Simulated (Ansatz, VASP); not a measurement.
ZnO: VASP beside Ansatz

```
Zn O
1.0
     3.24931    0.00000    0.00000
    -1.62465    2.81398    0.00000
     0.00000    0.00000    5.20571
Zn O
2 2
Cartesian
  0.0000 1.8760 2.6029
  1.6247 0.9380 0.0000
  1.6247 0.9380 1.9730
  0.0000 1.8760 4.5759
```

Alike in both runs: task electric field gradients; functional PBEsol; k mesh 8 × 8 × 5; occupations fermi-dirac, width 0.02 eV; no spin polarisation.

```csv
,VASP,Ansatz
version,VASP 6.6.1,Ansatz 0.2.0
potentials or method,"VASP PAW PBE potentials, release 64 (Zn, O_h)","plane-wave PAW, scalar-relativistic"
plane-wave cutoff (eV),1000,420
valence electrons in the cell,36,36
```

```tsv
	VASP	Ansatz	Ansatz less VASP
rms of the force components (eV/Å)	0.037	0.036	-0.0018
size of Vzz on the site where it differs most (V/Å²)	0.8	0.9	+0.10
```

VASP's potentials were made for PBE, not for PBEsol. Atom by atom the forces differ by 0.002 eV/Å (rms over components).
